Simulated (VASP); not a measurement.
SrTiO3, 10 atoms in the cell. Symmetry: Ibam, No. 72, orthorhombic system. Conventional cell: a = 5.460 Å, b = 5.487 Å, c = 7.809 Å, α = 90.00°, β = 90.00°, γ = 90.00°. Sr (site symmetry 222) has 12 O at 2.62 to 2.89 Å and 8 Ti at 3.36 to 3.37 Å within 3.5 Å. Ti (site symmetry 2/m) has 6 O at 1.94 to 1.95 Å within 2.6 Å. Within 2.6 Å of O (site symmetry 222) lie 2 Ti at 1.95 Å. Within 2.6 Å of O (site symmetry m) lie 2 Ti at 1.94 to 1.95 Å.  This cell differs from its parent crystal: strain -0.0050 x Voigt [0, 1, 0, 0, 0, 0].

```yaml
Program: VASP 6.6.1
Task: single point
Functional: PBEsol
Potentials_or_basis: VASP PAW PBE potentials, release 64 (Sr_sv, Ti_sv, O)
Cutoff: 520 eV
k_mesh: 8 × 8 × 8
Occupations: gaussian, width 0.05 eV
Spin: no spin polarisation
Dipole_correction: no
Further_INCAR_settings: ALGO = Normal; EDIFF = 1e-07; NBANDS = 51
```

Potentials or basis: VASP PAW PBE potentials, release 64 (Sr_sv, Ti_sv, O).

Launch:

```bash
$ cat potpaw_PBE.64/Sr_sv/POTCAR potpaw_PBE.64/Ti_sv/POTCAR potpaw_PBE.64/O/POTCAR > POTCAR
$ mpirun -np 1 vasp_std > vasp.out
```

Hardware: 1 thread of AMD EPYC 9R45 96-Core Processor (Zen 5) (shared host).

How long does it take, and how much memory?

Run time: 8 min on 1 thread of AMD EPYC 9R45 96-Core Processor (Zen 5), on a shared host, peak memory 0.55 GiB. Counts: scf iterations 18, k points 95.
